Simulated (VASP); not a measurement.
# GaN (Immm) in VASP: further runs

GaN is run at these levels: PBE; tasks: single point.

Program: VASP 6.6.1. These are calculated values, not measurements. Logs are shortened: lines on timing, memory, paths and dates and some standing lists are left out, and cuts for length are marked.

## Step 1: The cell of the first run

It takes space group Immm (No. 71, orthorhombic). Conventional cell: a = 2.929 Å, b = 3.110 Å, c = 4.270 Å, α = 90.00°, β = 90.00°, γ = 90.00°. Within 2.8 Å of Ga (site symmetry mmm) lie 6 N at 2.14 Å. Within 2.8 Å of N (site symmetry mmm) lie 6 Ga at 2.14 Å.

## Step 2: Single point, PBE (strain -0.0600 x Voigt [0, 0, 0, 1, 0, 0])

File INCAR:

```
PREC = Accurate ; ENCUT = 520
EDIFF = 1E-7 ; ISMEAR = 0
SIGMA = 0.05 ; LREAL = F
LASPH = T ; NELM = 60
ALGO = Normal ; ISIF = 2
LWAVE = F ; LCHARG = T
GGA = PE ; LELF = T
LVHAR = T ; NBANDS = 16
```

File KPOINTS:

```
regular mesh
0
Gamma
  14 14 14
```

File POSCAR:

```
GaN
1.0
    0.0000000000      2.0711779500      2.0711779500
    2.1352350000     -0.0640570500      2.1352350000
    2.1352350000      2.1352350000     -0.0640570500
Ga N
1 1
Direct
    0.0000000000      0.0000000000      0.0000000000
    0.5000000000      0.5000000000      0.5000000000
```

Potentials or basis: VASP PAW PBE potentials, release 64 (Ga_d, N).

Started as:

```console
cat potpaw_PBE.64/Ga_d/POTCAR potpaw_PBE.64/N/POTCAR > POTCAR
mpirun -np 1 vasp_std > vasp.out
```

OUTCAR:

```text
PREC = Accurate
   ENCUT = 520
   EDIFF = 1E-7
   ISMEAR = 0
   LREAL = F
   LASPH = T
   NELM = 60
   ISIF = 2
   GGA = PE

 ion  position               nearest neighbor table
   1  0.000  0.000  0.000-   2 2.14   2 2.14   2 2.14   2 2.14   2 2.14   2 2.14
   2  0.500  0.500  0.500-   1 2.14   1 2.14   1 2.14   1 2.14   1 2.14   1 2.14

  LATTYP: Found a body centered orthorhombic cell.
 ALAT       =     2.9290879470
 B/A-ratio  =     1.0618556701
 C/A-ratio  =     1.4579521262

  Lattice vectors:

 A1 = (  -2.1352350000,   0.0640570500,  -2.1352350000)
 A2 = (  -2.1352350000,  -0.0640570500,   2.1352350000)
 A3 = (   2.1352350000,   2.1352350000,  -0.0640570500)

Analysis of symmetry for initial positions (statically):
=====================================================================
 Subroutine PRICEL returns:
 Original cell was already a primitive cell.

 Routine SETGRP: Setting up the symmetry group for a
 body centered orthorhombic supercell.

 Subroutine GETGRP returns: Found  8 space group operations
 (whereof  8 operations were pure point group operations)
 out of a pool of  8 trial point group operations.

The static configuration has the point symmetry D_2h.

Analysis of symmetry for dynamics (positions and initial velocities):
=====================================================================
 Subroutine PRICEL returns:
 Original cell was already a primitive cell.

 Routine SETGRP: Setting up the symmetry group for a
 body centered orthorhombic supercell.

 Subroutine GETGRP returns: Found  8 space group operations
 (whereof  8 operations were pure point group operations)
 out of a pool of  8 trial point group operations.

The dynamic configuration has the point symmetry D_2h.

 Subroutine INISYM returns: Found  8 space group operations
 (whereof  8 operations are pure point group operations),
 and found     1 'primitive' translations

----------------------------------------------------------------------------------------

                                     Primitive cell

  volume of cell :      19.4525

  direct lattice vectors                    reciprocal lattice vectors
     0.000000000  2.071177950  2.071177950    -0.234166263  0.241408518  0.241408518
     2.135235000 -0.064057050  2.135235000     0.234166263 -0.227345886  0.227345886
     2.135235000  2.135235000 -0.064057050     0.234166263  0.227345886 -0.227345886

  length of vectors
     2.929087947  3.020357647  3.020357647     0.413992734  0.397751358  0.397751358

  position of ions in fractional coordinates (direct lattice)
     0.000000000  0.000000000  0.000000000
     0.500000000  0.500000000  0.500000000

  ion indices of the primitive-cell ions
   primitive index   ion index
                 1           1
                 2           2

----------------------------------------------------------------------------------------

 KPOINTS: regular mesh

Automatic generation of k-mesh.
 Grid dimensions read from file:
 generate k-points for:   14   14   14

 Generating k-lattice:

  Cartesian coordinates                     Fractional coordinates (reciprocal lattice)
    -0.016726162  0.017243466  0.017243466     0.071428571  0.000000000  0.000000000
     0.016726162 -0.016238992  0.016238992     0.000000000  0.071428571 -0.000000000
     0.016726162  0.016238992 -0.016238992     0.000000000 -0.000000000  0.071428571

  Length of vectors
     0.029570910  0.028410811  0.028410811

  Shift w.r.t. Gamma in fractional coordinates (k-lattice)
     0.000000000  0.000000000  0.000000000

 Subroutine IBZKPT returns following result:
 ===========================================

 Found    428 irreducible k-points:

 Following reciprocal coordinates:
            Coordinates               Weight
  0.000000  0.000000  0.000000      1.000000
  0.071429  0.000000 -0.000000      4.000000
  0.142857 -0.000000  0.000000      4.000000
  0.214286 -0.000000 -0.000000      4.000000
  0.285714  0.000000  0.000000      4.000000
  0.357143  0.000000  0.000000      4.000000
[... 16 lines left out ...]
  0.000000  0.142857 -0.000000      4.000000
  0.071429  0.142857 -0.000000      8.000000
 [... further k-points ...]
   k-points           NKPTS =    428   k-points in BZ     NKDIM =    428   number of bands    NBANDS=     16
   number of dos      NEDOS =    301   number of ions     NIONS =      2
   total plane-waves  NPLWV =  13824
   dimension x,y,z NGX =    24 NGY =   24 NGZ =   24
   dimension x,y,z NGXF=    48 NGYF=   48 NGZF=   48
   ions per type =               1   1
   NGX,Y,Z   is equivalent  to a cutoff of  13.62, 13.21, 13.21 a.u.
   NGXF,Y,Z  is equivalent  to a cutoff of  27.24, 26.42, 26.42 a.u.
 SYSTEM =  unknown system
   PREC   = accura    normal or accurate (medium, high low for compatibility)
   ISTART =      0    job   : 0-new  1-cont  2-samecut
   ICHARG =      2    charge: 1-file 2-atom 10-const
   ISPIN  =      1    spin polarized calculation?
   LNONCOLLINEAR =      F non collinear calculations
   LSORBIT =      F    spin-orbit coupling
   LASPH  =      T    aspherical Exc in radial PAW
   ENCUT  =  520.0 eV  38.22 Ry    6.18 a.u.   5.45  5.62  5.62*2*pi/ulx,y,z
   NELM   =     60;   NELMIN=  2; NELMDL= -5     # of ELM steps
   EDIFF  = 0.1E-06   stopping-criterion for ELM
   LREAL  =      F    real-space projection
   EDIFFG = 0.1E-05   stopping-criterion for IOM
   NSW    =      0    number of steps for IOM
   IBRION =     -1    ionic relax: 0-MD 1-quasi-New 2-CG
   NFREE  =      0    steps in history (QN), initial steepest desc. (CG)
   ISIF   =      2    stress and relaxation
   ISYM   =      2    0-nonsym 1-usesym 2-fastsym
   POTIM  = 0.5000    time-step for ionic-motion
   TEBEG  =    0.0;   TEEND  =   0.0 temperature during run
   PSTRESS=    0.0 pullay stress
   NELECT =      18.0000    total number of electrons
   NUPDOWN=      -1.0000    fix difference up-down
   EMIN   =  10.00;   EMAX   =-10.00  energy-range for DOS
   EFERMI =   0.00;   METHOD = LEGACY
   ISMEAR =     0;   SIGMA  =   0.05  broadening in eV -4-tet -1-fermi 0-gaus
   EFERMI_NEDOS =   21; number of points for ismear=-14 and -15
   IALGO  =     38    algorithm
   IMIX   =      4    mixing-type and parameters
     AMIX     =   0.40;   BMIX     =  1.00
     AMIX_MAG =   1.60;   BMIX_MAG =  1.00
  volume/ion in A,a.u.               =       9.73        65.64
  Fermi-wavevector in a.u.,A,eV,Ry     =   1.595293  3.014666 34.626260  2.544958
  Thomas-Fermi vector in A             =   2.693234
   LORBIT       =      0    0 simple, 1 ext, 2 COOP (PROOUT), +10 PAW based schemes
   GGA     = PE    functional components
   LHFCALC =     F    Hartree Fock is set to
   AEXX    =    0.0000 exact exchange contribution
   IVDW    =     0    specifies the selected vdW correction
   LEPSILON=     F    determine dielectric tensor
   LRPA    =     F    only Hartree local field effects (RPA)
 non-spin polarized calculation
 Gauss-broadening in eV      SIGMA  =   0.05
  energy-cutoff  :      520.00
  volume of cell :       19.45
 maximum number of plane-waves:       542
 NGX is ok and might be reduce to    24
   NGX = 11   NGY = 11   NGZ = 11

 number of electron      17.9999998 magnetization

 Free energy of the ion-electron system (eV)
  ---------------------------------------------------
  ext. energy  EPLUGINS =         0.00000000
  ---------------------------------------------------
  free energy    TOTEN  =       -11.16197601 eV

  energy without entropy =      -11.16193528  energy(sigma->0) =      -11.16195565

 E-fermi :   7.8343     XC(G=0): -12.9113

 val. band max:        7.8016751626   @ k =   0.0000   0.5000   0.5000
 cond. band min:       7.9506092731   @ k =   0.5000   0.5000  -0.0000
 fundamental gap:      0.1489341105
 Fermi energy:         7.8342804890

 k-point     1 :       0.0000    0.0000    0.0000
  band No.  band energies     occupation
      1      -9.4728      2.00000
      2      -6.5145      2.00000
      3      -6.4943      2.00000
      4      -6.4751      2.00000
      5      -6.3970      2.00000
      6      -6.3797      2.00000
[... 8 lines left out ...]
     15      23.0020      0.00000
     16      23.1501      0.00000

 k-point     2 :       0.0714    0.0000   -0.0000
  band No.  band energies     occupation
      1      -9.3723      2.00000
      2      -6.5068      2.00000
      3      -6.4882      2.00000
      4      -6.4757      2.00000
      5      -6.4057      2.00000
      6      -6.3896      2.00000
[... 8 lines left out ...]
     15      22.7254      0.00000
     16      23.3962      0.00000

 k-point     3 :       0.1429   -0.0000    0.0000
  band No.  band energies     occupation
      1      -9.0759      2.00000
      2      -6.5031      2.00000
      3      -6.4851      2.00000
      4      -6.4607      2.00000
      5      -6.4160      2.00000
      6      -6.4159      2.00000
[... 8 lines left out ...]
     15      22.9005      0.00000
     16      24.0331      0.00000

 k-point     4 :       0.2143   -0.0000   -0.0000
  band No.  band energies     occupation
      1      -8.6018      2.00000
      2      -6.5189      2.00000
      3      -6.5169      2.00000
      4      -6.4614      2.00000
      5      -6.4110      2.00000
      6      -6.3918      2.00000
[... 8 lines left out ...]
     15      23.7839      0.00000
     16      25.0738      0.00000

 k-point     5 :       0.2857    0.0000    0.0000
  band No.  band energies     occupation
      1      -7.9890      2.00000
      2      -6.5704      2.00000
      3      -6.5379      2.00000
      4      -6.4970      2.00000
      5      -6.3611      2.00000
      6      -6.3502      2.00000
[... 8 lines left out ...]
     15      25.0681      0.00000
     16      26.4476      0.00000

 k-point     6 :       0.3571    0.0000    0.0000
  band No.  band energies     occupation
      1      -7.3205      2.00000
      2      -6.6188      2.00000
      3      -6.5649      2.00000
      4      -6.5117      2.00000
      5      -6.3139      2.00000
      6      -6.3100      2.00000
[... 8 lines left out ...]
     15      26.6565      0.00000
     16      28.0807      0.00000

 k-point     7 :       0.4286   -0.0000   -0.0000
  band No.  band energies     occupation
      1      -6.7986      2.00000
      2      -6.6525      2.00000
      3      -6.5857      2.00000
      4      -6.4567      2.00000
      5      -6.2816      2.00000
      6      -6.2811      2.00000
[... 8 lines left out ...]
     15      28.4168      0.00000
     16      29.8208      0.00000

 k-point     8 :       0.5000    0.0000    0.0000
  band No.  band energies     occupation
      1      -6.6769      2.00000
      2      -6.6645      2.00000
      3      -6.5907      2.00000
      4      -6.3333      2.00000
      5      -6.2714      2.00000
      6      -6.2707      2.00000
[... 8 lines left out ...]
     15      29.6151      0.00000
     16      31.0854      0.00000

 k-point     9 :       0.0000    0.0714   -0.0000
  band No.  band energies     occupation
      1      -9.3798      2.00000
      2      -6.5184      2.00000
      3      -6.4934      2.00000
      4      -6.4702      2.00000
      5      -6.4018      2.00000
      6      -6.3825      2.00000
[... 8 lines left out ...]
     15      23.3807      0.00000
     16      23.6960      0.00000
[... 172 lines left out ...]
 k-point    19 :      -0.2857    0.0714   -0.0000
  band No.  band energies     occupation
      1      -7.7557      2.00000
      2      -6.5864      2.00000
      3      -6.5611      2.00000
      4      -6.4778      2.00000
      5      -6.3628      2.00000
      6      -6.2724      2.00000
[... 8 lines left out ...]
     15      25.4889      0.00000
     16      27.3643      0.00000

 k-point    20 :      -0.2143    0.0714    0.0000
  band No.  band energies     occupation
      1      -8.3610      2.00000
      2      -6.5384      2.00000
      3      -6.5275      2.00000
      4      -6.4758      2.00000
      5      -6.4127      2.00000
      6      -6.3308      2.00000
[... 8 lines left out ...]
     15      24.0998      0.00000
     16      26.0275      0.00000

 k-point    21 :      -0.1429    0.0714    0.0000
  band No.  band energies     occupation
      1      -8.8691      2.00000
      2      -6.5193      2.00000
      3      -6.4902      2.00000
      4      -6.4555      2.00000
      5      -6.4460      2.00000
      6      -6.3716      2.00000
[... 8 lines left out ...]
     15      23.4762      0.00000
     16      24.9974      0.00000

 k-point    22 :      -0.0714    0.0714   -0.0000
  band No.  band energies     occupation
      1      -9.2178      2.00000
      2      -6.5178      2.00000
      3      -6.4855      2.00000
      4      -6.4674      2.00000
      5      -6.4148      2.00000
      6      -6.3876      2.00000
[... 8 lines left out ...]
     15      23.5602      0.00000
     16      24.2653      0.00000

 k-point    23 :       0.0000    0.1429   -0.0000
  band No.  band energies     occupation
      1      -9.1055      2.00000
      2      -6.5326      2.00000
      3      -6.4944      2.00000
      4      -6.4672      2.00000
      5      -6.4048      2.00000
      6      -6.3832      2.00000
[... 8 lines left out ...]
     15      23.3531      0.00000
     16      24.3800      0.00000

 k-point    24 :       0.0714    0.1429   -0.0000
  band No.  band energies     occupation
      1      -9.1375      2.00000
      2      -6.5163      2.00000
      3      -6.5003      2.00000
      4      -6.4631      2.00000
      5      -6.4240      2.00000
      6      -6.3688      2.00000
[... 8 lines left out ...]
     15      24.6375      0.00000
     16      25.1310      0.00000

 [... further k-points ...]
[... 5 lines left out ...]
  --------------------------------------------------------------------------------------
  -------------------------------------------------------------------------------------
  Total        0.0063560      0.1417338      0.1417338      0.0000000      1.4864887      0.0000000
  in kB        0.5235023     11.6736877     11.6736877      0.0000000    122.4323570      0.0000000
  external PRESSURE =       7.9569592 kB  Pullay stress =       0.0000000 kB

 VOLUME and BASIS-vectors are now :
 -----------------------------------------------------------------------------
  energy-cutoff  :      520.00
  volume of cell :       19.45
      direct lattice vectors                 reciprocal lattice vectors
     0.000000000  2.071177950  2.071177950    -0.234166263  0.241408518  0.241408518
     2.135235000 -0.064057050  2.135235000     0.234166263 -0.227345886  0.227345886
     2.135235000  2.135235000 -0.064057050     0.234166263  0.227345886 -0.227345886

 POSITION                                       TOTAL-FORCE (eV/Angst)
 -----------------------------------------------------------------------------------
      0.00000      0.00000      0.00000         0.000000      0.000000     -0.000000
      2.13524      2.07118      2.07118        -0.000000     -0.000000      0.000000
 -----------------------------------------------------------------------------------
    total drift:                                0.000000     -0.000000     -0.000000

  FREE ENERGIE OF THE ION-ELECTRON SYSTEM (eV)
  ---------------------------------------------------
  free  energy   TOTEN  =       -11.1619760141 eV

  energy  without entropy=      -11.1619352822  energy(sigma->0) =      -11.16195565
```

It took 2.1 min on 1 thread of Intel Xeon Platinum 8375C at 2.90GHz (Ice Lake), shared host; peak memory 0.24 GiB.

What came out:

```yaml
Free_energy: -11.1620 eV
Pressure: 0.8 GPa
Band_gap_on_the_k_mesh: zero (filled and empty bands touch)
```

Stress tensor (GPa, compression positive):
```
 0.05  0.00  0.00
 0.00  1.17 12.24
 0.00 12.24  1.17
```

Caveat: the cell differs from its parent crystal (strain -0.0600 x Voigt [0, 0, 0, 1, 0, 0]).

## Step 3: Single point, PBE (strain -0.0300 x Voigt [0, 0, 0, 1, 0, 0])

File INCAR:

```
  ALGO = Normal
  EDIFF = 1E-6
  ENCUT = 520
  GGA = PE
  ISIF = 2
  ISMEAR = 0
  LASPH = T
  LCHARG = F
  LREAL = F
  LWAVE = F
  NBANDS = 16
  NELM = 60
  PREC = Accurate
  SIGMA = 0.05
```

File KPOINTS:

```
k-points
0
Gamma
  14 14 14
```

File POSCAR:

```
GaN
1.0
    0.0000000000      2.1032064750      2.1032064750
    2.1352350000     -0.0320285250      2.1352350000
    2.1352350000      2.1352350000     -0.0320285250
Ga N
1 1
Direct
    0.0000000000      0.0000000000      0.0000000000
    0.5000000000      0.5000000000      0.5000000000
```

Potentials or basis: VASP PAW PBE potentials, release 64 (Ga_d, N).

Started as:

```console
cat potpaw_PBE.64/Ga_d/POTCAR potpaw_PBE.64/N/POTCAR > POTCAR
mpirun -np 1 vasp_std > vasp.out
```

Run time: 2.6 min. Hardware: 1 thread of Intel Xeon Platinum 8375C at 2.90GHz (Ice Lake), shared host; peak memory 0.24 GiB.

The run converged. Its results:

* Free energy: -11.1956 eV
* Pressure: 0.5 GPa
* Band gap on the k mesh: 0.24 eV, indirect (least direct gap 2.16 eV)

Stress tensor (GPa, compression positive):
```
0.34 0.00 0.00
0.00 0.60 6.14
0.00 6.14 0.60
```

Levels at points of the mesh, in eV from the valence-band top:
| k point | band 6 | band 7 | band 8 | band 9 | band 10 | band 11 | band 12 | band 13 |
| --- | --- | --- | --- | --- | --- | --- | --- | --- |
| (0.00, 0.00, 0.00) | -14.04 | -0.79 | -0.61 | -0.42 | 1.74 | 13.98 | 14.44 | 14.87 |
| (0.50, 0.00, 0.00) | -13.92 | -8.09 | -0.42 | -0.32 | 4.24 | 8.49 | 8.70 | 8.88 |
| (0.00, 0.50, 0.00) | -13.93 | -8.34 | -0.29 | -0.17 | 4.59 | 8.84 | 8.91 | 9.11 |
| (0.50, 0.50, 0.00) | -11.19 | -7.01 | -3.06 | -3.05 | 0.27 | 7.67 | 11.42 | 13.97 |
| (0.00, 0.50, 0.50) | -11.19 | -7.02 | -3.33 | -2.77 | 0.24 | 7.71 | 11.48 | 13.87 |

Caveat: the cell differs from its parent crystal (strain -0.0300 x Voigt [0, 0, 0, 1, 0, 0]).
